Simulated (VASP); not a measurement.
# CuO (P6_3mc) in VASP: further runs

Aim: see how the results for CuO move with the level of theory and the settings. Levels: PBE, BLYP+D3(BJ). Tasks: single point.

Program: VASP 6.6.1. These are calculated values, not measurements. Logs are shortened: lines on timing, memory, paths and dates and some standing lists are left out, and cuts for length are marked.

## Step 1: The cell of the first run

It takes space group P6_3mc (No. 186, hexagonal). Conventional cell: a = 3.288 Å, b = 3.288 Å, c = 5.385 Å, α = 90.00°, β = 90.00°, γ = 120.00°. Cu (site symmetry 3m) has 4 O at 2.01 to 2.02 Å within 2.7 Å. Within 2.7 Å of O (site symmetry 3m) lie 4 Cu at 2.01 to 2.02 Å.

## Step 2: Single point, PBE

File INCAR:

```
SYSTEM = CuO
PREC = Accurate
ENCUT = 520
EDIFF = 1E-6
ISMEAR = -1
SIGMA = 0.05
LREAL = .False.
LASPH = .True.
NELM = 100
ALGO = Normal
ISIF = 2
LWAVE = .False.
LCHARG = .False.
GGA = PE
NBANDS = 25
```

File KPOINTS:

```
Automatic mesh
0
Gamma
  5 5 3
  0 0 0
```

File POSCAR:

```
CuO
1.0
    3.2880244300      0.0000000000      0.0000000000
   -1.6440122100      2.8475126800      0.0000000000
    0.0000000000      0.0000000000      5.3850248600
Cu O
2 2
Direct
    0.6666666667      0.3333333333      0.0000000000
    0.3333333333      0.6666666667      0.5000000000
    0.6666666667      0.3333333333      0.6252000000
    0.3333333333      0.6666666667      0.1252000000
```

Potentials or basis: VASP PAW PBE potentials, release 64 (Cu, O).

On the command line:

```console
$ cat potpaw_PBE.64/Cu/POTCAR potpaw_PBE.64/O/POTCAR > POTCAR
$ mpirun -np 1 vasp_std > vasp.out
```

OUTCAR:

```text
SYSTEM = CuO
   PREC = Accurate
   ENCUT = 520
   EDIFF = 1E-6
   ISMEAR = -1
   LREAL = .False.
   LASPH = .True.
   NELM = 100
   ISIF = 2
   GGA = PE

 ion  position               nearest neighbor table
   1  0.667  0.333  0.000-   4 2.01   4 2.01   4 2.01   3 2.02
   2  0.333  0.667  0.500-   3 2.01   3 2.01   3 2.01   4 2.02
   3  0.667  0.333  0.625-   2 2.01   2 2.01   2 2.01   1 2.02
   4  0.333  0.667  0.125-   1 2.01   1 2.01   1 2.01   2 2.02

  LATTYP: Found a hexagonal cell.
 ALAT       =     3.2880244300
 C/A-ratio  =     1.6377691148

  Lattice vectors:

 A1 = (   3.2880244300,   0.0000000000,   0.0000000000)
 A2 = (  -1.6440122100,   2.8475126800,   0.0000000000)
 A3 = (   0.0000000000,   0.0000000000,   5.3850248600)

Analysis of symmetry for initial positions (statically):
=====================================================================
 Subroutine PRICEL returns:
 Original cell was already a primitive cell.

 Routine SETGRP: Setting up the symmetry group for a
 hexagonal supercell.

 Subroutine GETGRP returns: Found 12 space group operations
 (whereof  6 operations were pure point group operations)
 out of a pool of 24 trial point group operations.

The static configuration has the point symmetry C_3v.
 The point group associated with its full space group is C_6v.

Analysis of symmetry for dynamics (positions and initial velocities):
=====================================================================
 Subroutine PRICEL returns:
 Original cell was already a primitive cell.

 Routine SETGRP: Setting up the symmetry group for a
 hexagonal supercell.

 Subroutine GETGRP returns: Found 12 space group operations
 (whereof  6 operations were pure point group operations)
 out of a pool of 24 trial point group operations.

The dynamic configuration has the point symmetry C_3v.
 The point group associated with its full space group is C_6v.

 Subroutine INISYM returns: Found 12 space group operations
 (whereof  6 operations are pure point group operations),
 and found     1 'primitive' translations

----------------------------------------------------------------------------------------

                                     Primitive cell

  volume of cell :      50.4183

  direct lattice vectors                    reciprocal lattice vectors
     3.288024430  0.000000000  0.000000000     0.304133993  0.175591843  0.000000000
    -1.644012210  2.847512680  0.000000000     0.000000000  0.351183686  0.000000000
     0.000000000  0.000000000  5.385024860     0.000000000  0.000000000  0.185700164

  length of vectors
     3.288024430  3.288024423  5.385024860     0.351183686  0.351183686  0.185700164

  position of ions in fractional coordinates (direct lattice)
     0.666666667  0.333333333  0.000000000
     0.333333333  0.666666667  0.500000000
     0.666666667  0.333333333  0.625200000
     0.333333333  0.666666667  0.125200000

  ion indices of the primitive-cell ions
   primitive index   ion index
                 1           1
                 2           2
                 3           3
                 4           4

----------------------------------------------------------------------------------------

 KPOINTS: Automatic mesh

Automatic generation of k-mesh.
 Grid dimensions read from file:
 generate k-points for:    5    5    3

 Generating k-lattice:

  Cartesian coordinates                     Fractional coordinates (reciprocal lattice)
     0.060826799  0.035118369  0.000000000     0.200000000 -0.000000000  0.000000000
     0.000000000  0.070236737  0.000000000     0.000000000  0.200000000  0.000000000
     0.000000000  0.000000000  0.061900055     0.000000000  0.000000000  0.333333333

  Length of vectors
     0.070236737  0.070236737  0.061900055

  Shift w.r.t. Gamma in fractional coordinates (k-lattice)
     0.000000000  0.000000000  0.000000000

 Subroutine IBZKPT returns following result:
 ===========================================

 Found     10 irreducible k-points:

 Following reciprocal coordinates:
            Coordinates               Weight
  0.000000  0.000000  0.000000      1.000000
  0.200000 -0.000000  0.000000      6.000000
  0.400000 -0.000000  0.000000      6.000000
  0.200000  0.200000  0.000000      6.000000
  0.400000  0.200000  0.000000      6.000000
  0.000000  0.000000  0.333333      2.000000
  0.200000 -0.000000  0.333333     12.000000
  0.400000 -0.000000  0.333333     12.000000
  0.200000  0.200000  0.333333     12.000000
  0.400000  0.200000  0.333333     12.000000
   k-points           NKPTS =     10   k-points in BZ     NKDIM =     10   number of bands    NBANDS=     25
   number of dos      NEDOS =    301   number of ions     NIONS =      4
   total plane-waves  NPLWV =  23040
   dimension x,y,z NGX =    24 NGY =   24 NGZ =   40
   dimension x,y,z NGXF=    48 NGYF=   48 NGZF=   80
   ions per type =               2   2
   NGX,Y,Z   is equivalent  to a cutoff of  12.13, 12.13, 12.35 a.u.
   NGXF,Y,Z  is equivalent  to a cutoff of  24.27, 24.27, 24.70 a.u.
 SYSTEM =  CuO
   PREC   = accura    normal or accurate (medium, high low for compatibility)
   ISTART =      0    job   : 0-new  1-cont  2-samecut
   ICHARG =      2    charge: 1-file 2-atom 10-const
   ISPIN  =      1    spin polarized calculation?
   LNONCOLLINEAR =      F non collinear calculations
   LSORBIT =      F    spin-orbit coupling
   LASPH  =      T    aspherical Exc in radial PAW
   ENCUT  =  520.0 eV  38.22 Ry    6.18 a.u.   6.11  6.11 10.01*2*pi/ulx,y,z
   NELM   =    100;   NELMIN=  2; NELMDL= -5     # of ELM steps
   EDIFF  = 0.1E-05   stopping-criterion for ELM
   LREAL  =      F    real-space projection
   EDIFFG = 0.1E-04   stopping-criterion for IOM
   NSW    =      0    number of steps for IOM
   IBRION =     -1    ionic relax: 0-MD 1-quasi-New 2-CG
   NFREE  =      0    steps in history (QN), initial steepest desc. (CG)
   ISIF   =      2    stress and relaxation
   ISYM   =      2    0-nonsym 1-usesym 2-fastsym
   POTIM  = 0.5000    time-step for ionic-motion
   TEBEG  =    0.0;   TEEND  =   0.0 temperature during run
   PSTRESS=    0.0 pullay stress
   NELECT =      34.0000    total number of electrons
   NUPDOWN=      -1.0000    fix difference up-down
   EMIN   =  10.00;   EMAX   =-10.00  energy-range for DOS
   EFERMI =   0.00;   METHOD = LEGACY
   ISMEAR =    -1;   SIGMA  =   0.05  broadening in eV -4-tet -1-fermi 0-gaus
   EFERMI_NEDOS =   21; number of points for ismear=-14 and -15
   IALGO  =     38    algorithm
   IMIX   =      4    mixing-type and parameters
     AMIX     =   0.40;   BMIX     =  1.00
     AMIX_MAG =   1.60;   BMIX_MAG =  1.00
  volume/ion in A,a.u.               =      12.60        85.06
  Fermi-wavevector in a.u.,A,eV,Ry     =   1.435616  2.712921 28.041522  2.060994
  Thomas-Fermi vector in A             =   2.554895
   LORBIT       =      0    0 simple, 1 ext, 2 COOP (PROOUT), +10 PAW based schemes
   GGA     = PE    functional components
   LHFCALC =     F    Hartree Fock is set to
   AEXX    =    0.0000 exact exchange contribution
   IVDW    =     0    specifies the selected vdW correction
   LEPSILON=     F    determine dielectric tensor
   LRPA    =     F    only Hartree local field effects (RPA)
 non-spin polarized calculation
  energy-cutoff  :      520.00
  volume of cell :       50.42
 maximum number of plane-waves:      1368
   NGX = 13   NGY = 13   NGZ = 21

 number of electron      34.0000003 magnetization

 Free energy of the ion-electron system (eV)
  ---------------------------------------------------
  ext. energy  EPLUGINS =         0.00000000
  ---------------------------------------------------
  free energy    TOTEN  =       -18.97750842 eV

  energy without entropy =      -18.92184600  energy(sigma->0) =      -18.94967721

 E-fermi :   3.0638     XC(G=0): -10.5685

 val. band max:        3.0156987629   @ k =   0.2000   0.2000   0.3333
 cond. band min:       3.1013507939   @ k =   0.0000   0.0000   0.0000
 fundamental gap:      0.0856520310
 Fermi energy:         3.0638060230

 k-point     1 :       0.0000    0.0000    0.0000
  band No.  band energies     occupation
      1     -15.2005      2.00000
      2     -14.6564      2.00000
      3      -2.2944      2.00000
      4      -1.2387      2.00000
      5      -1.2387      2.00000
      6      -1.2293      2.00000
[... 17 lines left out ...]
     24      17.1465      0.00000
     25      17.6598      0.00000

 k-point     2 :       0.2000   -0.0000    0.0000
  band No.  band energies     occupation
      1     -15.0368      2.00000
      2     -14.5846      2.00000
      3      -1.9769      2.00000
      4      -1.6437      2.00000
      5      -1.3055      2.00000
      6      -1.1506      2.00000
[... 17 lines left out ...]
     24      16.6553      0.00000
     25      17.0924      0.00000

 k-point     3 :       0.4000   -0.0000    0.0000
  band No.  band energies     occupation
      1     -14.7287      2.00000
      2     -14.4973      2.00000
      3      -2.1223      2.00000
      4      -1.8147      2.00000
      5      -1.2783      2.00000
      6      -1.0292      2.00000
[... 17 lines left out ...]
     24      15.3576      0.00000
     25      16.6898      0.00000

 k-point     4 :       0.2000    0.2000    0.0000
  band No.  band energies     occupation
      1     -14.7973      2.00000
      2     -14.5072      2.00000
      3      -1.9252      2.00000
      4      -1.6141      2.00000
      5      -1.3822      2.00000
      6      -1.1023      2.00000
[... 17 lines left out ...]
     24      15.1878      0.00000
     25      15.2387      0.00000
[... 85 lines left out ...]
 k-point     8 :       0.4000   -0.0000    0.3333
  band No.  band energies     occupation
      1     -14.6681      2.00000
      2     -14.5522      2.00000
      3      -2.2862      2.00000
      4      -2.1746      2.00000
      5      -1.0558      2.00000
      6      -0.9638      2.00000
[... 17 lines left out ...]
     24      15.6551      0.00000
     25      16.7651      0.00000

 k-point     9 :       0.2000    0.2000    0.3333
  band No.  band energies     occupation
      1     -14.7228      2.00000
      2     -14.5775      2.00000
      3      -2.0912      2.00000
      4      -2.0553      2.00000
      5      -1.2220      2.00000
      6      -1.1583      2.00000
[... 17 lines left out ...]
     24      14.2932      0.00000
     25      15.7276      0.00000

 k-point    10 :       0.4000    0.2000    0.3333
  band No.  band energies     occupation
      1     -14.5739      2.00000
      2     -14.5219      2.00000
      3      -2.0570      2.00000
      4      -2.0034      2.00000
      5      -1.2823      2.00000
      6      -1.2504      2.00000
[... 17 lines left out ...]
     24      13.6965      0.00000
     25      16.8349      0.00000

------------------------ aborting loop because EDIFF is reached ----------------------------------------

  FORCE on cell =-STRESS in cart. coord.  units (eV):
  Direction    XX          YY          ZZ          XY          YZ          ZX
  --------------------------------------------------------------------------------------
  -------------------------------------------------------------------------------------
  Total       -2.7428425     -2.7428425     -2.5557467     -0.0000000      0.0000000      0.0000000
  in kB      -87.1611685    -87.1611682    -81.2156969     -0.0000002      0.0000000      0.0000000
  external PRESSURE =     -85.1793445 kB  Pullay stress =       0.0000000 kB

 VOLUME and BASIS-vectors are now :
 -----------------------------------------------------------------------------
  energy-cutoff  :      520.00
  volume of cell :       50.42
      direct lattice vectors                 reciprocal lattice vectors
     3.288024430  0.000000000  0.000000000     0.304133993  0.175591843  0.000000000
    -1.644012210  2.847512680  0.000000000     0.000000000  0.351183686  0.000000000
     0.000000000  0.000000000  5.385024860     0.000000000  0.000000000  0.185700164

 POSITION                                       TOTAL-FORCE (eV/Angst)
 -----------------------------------------------------------------------------------
      1.64401      0.94917      0.00000         0.000000      0.000000     -0.060566
      0.00000      1.89834      2.69251        -0.000000     -0.000000     -0.060566
      1.64401      0.94917      3.36672        -0.000000     -0.000000      0.060566
      0.00000      1.89834      0.67421         0.000000      0.000000      0.060566
 -----------------------------------------------------------------------------------
    total drift:                               -0.000000     -0.000000     -0.000019

  FREE ENERGIE OF THE ION-ELECTRON SYSTEM (eV)
  ---------------------------------------------------
  free  energy   TOTEN  =       -18.9775084208 eV

  energy  without entropy=      -18.9218459989  energy(sigma->0) =      -18.94967721
```

Run time: 23 s. Hardware: 1 thread of Intel Xeon 8259CL, shared host; peak memory 0.16 GiB.

Results:

* Free energy: -18.9775 eV
* Pressure: -8.5 GPa
* Largest force: 0.061 eV/Å
* Band gap on the k mesh: zero (bands 17 and 18 overlap by 0.99 eV)

Forces on the atoms (eV/Å):
```
Cu   0.000  0.000 -0.061
Cu   0.000  0.000 -0.061
O    0.000  0.000  0.061
O    0.000  0.000  0.061
```

Caveat: the k points lie up to 0.44 Å⁻¹ apart, too coarse for converged energies and pressures of a metal; semilocal functionals often make such compounds metallic where correlation or magnetic order opens a gap, which also shifts bond lengths.

(Continued in part 2 of 3.)

The gap in the log of VASP goes by the Fermi energy; the results here count the filled bands.